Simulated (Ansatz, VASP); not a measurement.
Pd: VASP beside Ansatz

```
Pd
1.0
     2.50586    0.00000    0.00000
     0.00000    2.50586    0.00000
     0.00000    0.00000    2.50586
Pd
1
Direct
  0.00000 0.00000 0.00000
```

Alike in both runs: task relaxation of cell and atoms; functional r2SCAN; k mesh 6 × 6 × 6; occupations gaussian, width 0.1 eV; no spin polarisation.

|  | VASP | Ansatz |
| --- | --- | --- |
| version | VASP 6.6.1 | Ansatz 0.2.0 |
| potentials or method | VASP PAW PBE potentials, release 64 (Pd_sv_GW), cutoff 590 eV | scalar-relativistic, plane waves, PAW |
| valence electrons in the cell | 18 | 18 |

VASP gave:

* gap on the k mesh at the Fermi level, each at its own relaxed structure (eV): none
* relaxed volume (Å³/atom): 17.10
* relaxed cell length with the largest relative difference (Å): 2.576

Estimate Ansatz's values.

gap on the k mesh at the Fermi level, each at its own relaxed structure (eV): none; relaxed volume (Å³/atom): 17.33; relaxed cell length with the largest relative difference (Å): 2.588.

VASP's potentials were made for PBE, not for r2SCAN. A gap of «none» marks a metal or a gap that the smearing closes.

The k mesh is coarse, so the values compare programs but aren't converged.
